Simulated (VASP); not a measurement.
# Na (C2/m) in VASP: single point with PBE

Aim: the single point of Na with PBE.

Program: VASP 6.6.1. These are calculated values, not measurements. Logs are shortened: lines on timing, memory, paths and dates and some standing lists are left out, and cuts for length are marked.

### 1 The cell of the first run

The structure is monoclinic, space group C2/m (No. 12). Conventional cell: a = 6.449 Å, b = 3.761 Å, c = 9.471 Å, α = 90.00°, β = 104.84°, γ = 90.00°. Within 4.9 Å of Na (site symmetry 2/m) lie 12 Na at 3.71 to 3.80 Å. Within 4.9 Å of Na (site symmetry m) lie 12 Na at 3.71 to 3.80 Å.

### 2 Single point, PBE

Contents of INCAR:

```
SYSTEM = Na
PREC = Accurate
ENCUT = 520
EDIFF = 1E-7
ISMEAR = 0
SIGMA = 0.1
LREAL = .FALSE.
LASPH = .TRUE.
NELM = 100
ALGO = Fast
ISIF = 2
LWAVE = .FALSE.
LCHARG = .TRUE.
GGA = PE
LELF = .TRUE.
LVHAR = .TRUE.
NBANDS = 18
```

Contents of KPOINTS:

```
regular mesh
0
G
  14 14 6
  0 0 0
```

Contents of POSCAR:

```
Na
1.0
    3.2242162555     -1.8806680150     -0.0401694326
    3.2242162555      1.8806680150     -0.0401694326
   -2.3108813873      0.0000000000      9.1850875689
Na
3
Direct
    0.0000000000      0.0000000000      0.0000000000
    0.2255093242      0.2255093242      0.6666949405
    0.7744906758      0.7744906758      0.3333050595
```

Potentials or basis: VASP PAW PBE potentials, release 64 (Na_pv).

The run is started by

```
cat potpaw_PBE.64/Na_pv/POTCAR > POTCAR
mpirun -np 1 vasp_std > vasp.out
```

OUTCAR:

```text
SYSTEM = Na
   PREC = Accurate
   ENCUT = 520
   EDIFF = 1E-7
   ISMEAR = 0
   LREAL = .FALSE.
   LASPH = .TRUE.
   NELM = 100
   ISIF = 2
   GGA = PE

 ion  position               nearest neighbor table
   1  0.000  0.000  0.000-
   2  0.226  0.226  0.667-
   3  0.774  0.774  0.333-

  LATTYP: Found a base centered monoclinic cell.
 ALAT       =     6.4489329491
 B/A-ratio  =     0.5832493623
 C/A-ratio  =     1.4686655233
 COS(beta)  =    -0.2560493906

  Lattice vectors:

 A1 = (   3.2242162555,  -1.8806680150,  -0.0401694326)
 A2 = (   3.2242162555,   1.8806680150,  -0.0401694326)
 A3 = (  -2.3108813873,   0.0000000000,   9.1850875689)

Analysis of symmetry for initial positions (statically):
=====================================================================
 Subroutine PRICEL returns:
 Original cell was already a primitive cell.

 Routine SETGRP: Setting up the symmetry group for a
 base centered monoclinic supercell.

 Subroutine GETGRP returns: Found  4 space group operations
 (whereof  4 operations were pure point group operations)
 out of a pool of  4 trial point group operations.

The static configuration has the point symmetry C_2h.

Analysis of symmetry for dynamics (positions and initial velocities):
=====================================================================
 Subroutine PRICEL returns:
 Original cell was already a primitive cell.

 Routine SETGRP: Setting up the symmetry group for a
 base centered monoclinic supercell.

 Subroutine GETGRP returns: Found  4 space group operations
 (whereof  4 operations were pure point group operations)
 out of a pool of  4 trial point group operations.

The dynamic configuration has the point symmetry C_2h.

 Subroutine INISYM returns: Found  4 space group operations
 (whereof  4 operations are pure point group operations),
 and found     1 'primitive' translations

----------------------------------------------------------------------------------------

                                     Primitive cell

  volume of cell :     111.0417

  direct lattice vectors                    reciprocal lattice vectors
     3.224216256 -1.880668015 -0.040169433     0.155564059 -0.265862978  0.039138450
     3.224216256  1.880668015 -0.040169433     0.155564059  0.265862978  0.039138450
    -2.310881387  0.000000000  9.185087569     0.001360666  0.000000000  0.109214456

  length of vectors
     3.732840236  3.732840236  9.471325485     0.310507839  0.310507839  0.109222931

  position of ions in fractional coordinates (direct lattice)
     0.000000000  0.000000000  0.000000000
     0.225509324  0.225509324  0.666694941
     0.774490676  0.774490676  0.333305059

  ion indices of the primitive-cell ions
   primitive index   ion index
                 1           1
                 2           2
                 3           3

----------------------------------------------------------------------------------------

 KPOINTS: regular mesh

Automatic generation of k-mesh.
 Grid dimensions read from file:
 generate k-points for:   14   14    6

 Generating k-lattice:

  Cartesian coordinates                     Fractional coordinates (reciprocal lattice)
     0.011111719 -0.018990213  0.002795604     0.071428571 -0.000000000  0.000000000
     0.011111719  0.018990213  0.002795604    -0.000000000  0.071428571  0.000000000
     0.000226778  0.000000000  0.018202409     0.000000000  0.000000000  0.166666667

  Length of vectors
     0.022179131  0.022179131  0.018203822

  Shift w.r.t. Gamma in fractional coordinates (k-lattice)
     0.000000000  0.000000000  0.000000000

 Subroutine IBZKPT returns following result:
 ===========================================

 Found    324 irreducible k-points:

 Following reciprocal coordinates:
            Coordinates               Weight
  0.000000  0.000000  0.000000      1.000000
  0.071429  0.000000 -0.000000      4.000000
  0.142857 -0.000000 -0.000000      4.000000
  0.214286  0.000000 -0.000000      4.000000
  0.285714 -0.000000 -0.000000      4.000000
  0.357143 -0.000000 -0.000000      4.000000
[... 16 lines left out ...]
  0.214286  0.142857 -0.000000      4.000000
  0.285714  0.142857 -0.000000      4.000000
 [... further k-points ...]
   k-points           NKPTS =    324   k-points in BZ     NKDIM =    324   number of bands    NBANDS=     18
   number of dos      NEDOS =    301   number of ions     NIONS =      3
   total plane-waves  NPLWV =  54880
   dimension x,y,z NGX =    28 NGY =   28 NGZ =   70
   dimension x,y,z NGXF=    56 NGYF=   56 NGZF=  140
   ions per type =               3
   NGX,Y,Z   is equivalent  to a cutoff of  12.47, 12.47, 12.29 a.u.
   NGXF,Y,Z  is equivalent  to a cutoff of  24.94, 24.94, 24.57 a.u.
 SYSTEM =  Na
   PREC   = accura    normal or accurate (medium, high low for compatibility)
   ISTART =      0    job   : 0-new  1-cont  2-samecut
   ICHARG =      2    charge: 1-file 2-atom 10-const
   ISPIN  =      1    spin polarized calculation?
   LNONCOLLINEAR =      F non collinear calculations
   LSORBIT =      F    spin-orbit coupling
   LASPH  =      T    aspherical Exc in radial PAW
   ENCUT  =  520.0 eV  38.22 Ry    6.18 a.u.   6.94  6.94 17.61*2*pi/ulx,y,z
   NELM   =    100;   NELMIN=  2; NELMDL= -5     # of ELM steps
   EDIFF  = 0.1E-06   stopping-criterion for ELM
   LREAL  =      F    real-space projection
   EDIFFG = 0.1E-05   stopping-criterion for IOM
   NSW    =      0    number of steps for IOM
   IBRION =     -1    ionic relax: 0-MD 1-quasi-New 2-CG
   NFREE  =      0    steps in history (QN), initial steepest desc. (CG)
   ISIF   =      2    stress and relaxation
   ISYM   =      2    0-nonsym 1-usesym 2-fastsym
   POTIM  = 0.5000    time-step for ionic-motion
   TEBEG  =    0.0;   TEEND  =   0.0 temperature during run
   PSTRESS=    0.0 pullay stress
   NELECT =      21.0000    total number of electrons
   NUPDOWN=      -1.0000    fix difference up-down
   EMIN   =  10.00;   EMAX   =-10.00  energy-range for DOS
   EFERMI =   0.00;   METHOD = LEGACY
   ISMEAR =     0;   SIGMA  =   0.10  broadening in eV -4-tet -1-fermi 0-gaus
   EFERMI_NEDOS =   21; number of points for ismear=-14 and -15
   IALGO  =     68    algorithm
   IMIX   =      4    mixing-type and parameters
     AMIX     =   0.40;   BMIX     =  1.00
     AMIX_MAG =   1.60;   BMIX_MAG =  1.00
  volume/ion in A,a.u.               =      37.01       249.78
  Fermi-wavevector in a.u.,A,eV,Ry     =   0.939693  1.775762 12.014250  0.883022
  Thomas-Fermi vector in A             =   2.067030
   LORBIT       =      0    0 simple, 1 ext, 2 COOP (PROOUT), +10 PAW based schemes
   GGA     = PE    functional components
   LHFCALC =     F    Hartree Fock is set to
   AEXX    =    0.0000 exact exchange contribution
   IVDW    =     0    specifies the selected vdW correction
   LEPSILON=     F    determine dielectric tensor
   LRPA    =     F    only Hartree local field effects (RPA)
 non-spin polarized calculation
 RMM-DIIS sequential band-by-band and
 Gauss-broadening in eV      SIGMA  =   0.10
  energy-cutoff  :      520.00
  volume of cell :      111.04
 maximum number of plane-waves:      3011
   NGX = 13   NGY = 13   NGZ = 35

 number of electron      20.9999990 magnetization

 Free energy of the ion-electron system (eV)
  ---------------------------------------------------
  ext. energy  EPLUGINS =         0.00000000
  ---------------------------------------------------
  free energy    TOTEN  =        -3.94040844 eV

  energy without entropy =       -3.93441859  energy(sigma->0) =       -3.93741351

 E-fermi :   0.3326     XC(G=0):  -6.5056

 val. band max:        0.3254452936   @ k =  -0.2143   0.1429   0.0000
 cond. band min:       0.3367884971   @ k =   0.5000   0.0714   0.5000
 fundamental gap:      0.0113432035
 Fermi energy:         0.3325980436

 k-point     1 :       0.0000    0.0000    0.0000
  band No.  band energies     occupation
      1     -24.5894      2.00000
      2     -24.5894      2.00000
      3     -24.5674      2.00000
      4     -24.5665      2.00000
      5     -24.5665      2.00000
      6     -24.5657      2.00000
[... 10 lines left out ...]
     17      10.5828      0.00000
     18      10.7245      0.00000

 k-point     2 :       0.0714    0.0000   -0.0000
  band No.  band energies     occupation
      1     -24.5902      2.00000
      2     -24.5882      2.00000
      3     -24.5684      2.00000
      4     -24.5676      2.00000
      5     -24.5669      2.00000
      6     -24.5662      2.00000
[... 10 lines left out ...]
     17       9.9033      0.00000
     18      10.2815      0.00000

 k-point     3 :       0.1429   -0.0000   -0.0000
  band No.  band energies     occupation
      1     -24.5904      2.00000
      2     -24.5870      2.00000
      3     -24.5715      2.00000
      4     -24.5703      2.00000
      5     -24.5682      2.00000
      6     -24.5678      2.00000
[... 10 lines left out ...]
     17       9.2682      0.00000
     18       9.3723      0.00000

 k-point     4 :       0.2143    0.0000   -0.0000
  band No.  band energies     occupation
      1     -24.5903      2.00000
      2     -24.5867      2.00000
      3     -24.5761      2.00000
      4     -24.5738      2.00000
      5     -24.5728      2.00000
      6     -24.5693      2.00000
[... 375 lines left out ...]
      4     -24.5701      2.00000
      5     -24.5692      2.00000
      6     -24.5681      2.00000
[... 10 lines left out ...]
     17       9.0291      0.00000
     18       9.2980      0.00000

 k-point    23 :       0.2143    0.1429   -0.0000
  band No.  band energies     occupation
      1     -24.5920      2.00000
      2     -24.5841      2.00000
      3     -24.5735      2.00000
      4     -24.5727      2.00000
      5     -24.5724      2.00000
      6     -24.5693      2.00000
[... 10 lines left out ...]
     17       7.6198      0.00000
     18       8.6241      0.00000

 k-point    24 :       0.2857    0.1429   -0.0000
  band No.  band energies     occupation
      1     -24.5914      2.00000
      2     -24.5851      2.00000
      3     -24.5780      2.00000
      4     -24.5768      2.00000
      5     -24.5740      2.00000
      6     -24.5703      2.00000
[... 10 lines left out ...]
     17       6.6020      0.00000
     18       7.4852      0.00000

 [... further k-points ...]
[... 5 lines left out ...]
  --------------------------------------------------------------------------------------
  -------------------------------------------------------------------------------------
  Total        0.0046338      0.0158131      0.0089229      0.0000000      0.0000000      0.0011866
  in kB        0.0668598      0.2281613      0.1287456      0.0000000      0.0000000      0.0171216
  external PRESSURE =       0.1412555 kB  Pullay stress =       0.0000000 kB

 VOLUME and BASIS-vectors are now :
 -----------------------------------------------------------------------------
  energy-cutoff  :      520.00
  volume of cell :      111.04
      direct lattice vectors                 reciprocal lattice vectors
     3.224216256 -1.880668015 -0.040169433     0.155564059 -0.265862978  0.039138450
     3.224216256  1.880668015 -0.040169433     0.155564059  0.265862978  0.039138450
    -2.310881387  0.000000000  9.185087569     0.001360666  0.000000000  0.109214456

 POSITION                                       TOTAL-FORCE (eV/Angst)
 -----------------------------------------------------------------------------------
      0.00000      0.00000      0.00000         0.000000      0.000000      0.000000
     -0.08647      0.00000      6.10553         0.000807      0.000000     -0.000862
      4.22402      0.00000      2.99921        -0.000807      0.000000      0.000862
 -----------------------------------------------------------------------------------
    total drift:                                0.000000      0.000000     -0.000000

  FREE ENERGIE OF THE ION-ELECTRON SYSTEM (eV)
  ---------------------------------------------------
  free  energy   TOTEN  =        -3.9404084411 eV

  energy  without entropy=       -3.9344185859  energy(sigma->0) =       -3.93741351
```

Run time: 9.6 min. Hardware: 1 thread of Intel Xeon Platinum 8259CL at 2.50GHz (Skylake/Cascade Lake), shared host; peak memory 0.55 GiB.

What came out:

| Property | Result |
| --- | --- |
| Free energy | -3.9404 eV |
| Pressure | 0.0 GPa |

Levels at points of the mesh, in eV from the Fermi level:
```tsv
k point	band 7	band 8	band 9	band 10	band 11	band 12	band 13	band 14	band 15	band 16
(0.00, 0.00, 0.00)	-24.90	-24.90	-24.90	-3.28	-1.46	-1.46	3.77	3.77	10.13	10.21
(0.50, 0.00, 0.00)	-24.91	-24.90	-24.90	0.28	0.39	1.22	1.67	2.68	2.81	5.82
(0.50, 0.50, 0.00)	-24.90	-24.90	-24.90	0.52	0.61	0.85	1.24	3.50	3.60	4.87
(0.00, 0.00, 0.50)	-24.90	-24.90	-24.90	-2.82	-2.82	0.56	0.97	7.47	7.48	9.91
(0.50, 0.00, 0.50)	-24.90	-24.90	-24.90	0.40	0.48	0.92	1.34	3.17	3.32	5.15
(0.50, 0.50, 0.50)	-24.91	-24.90	-24.90	0.30	0.42	1.45	1.90	2.48	2.62	6.14
```
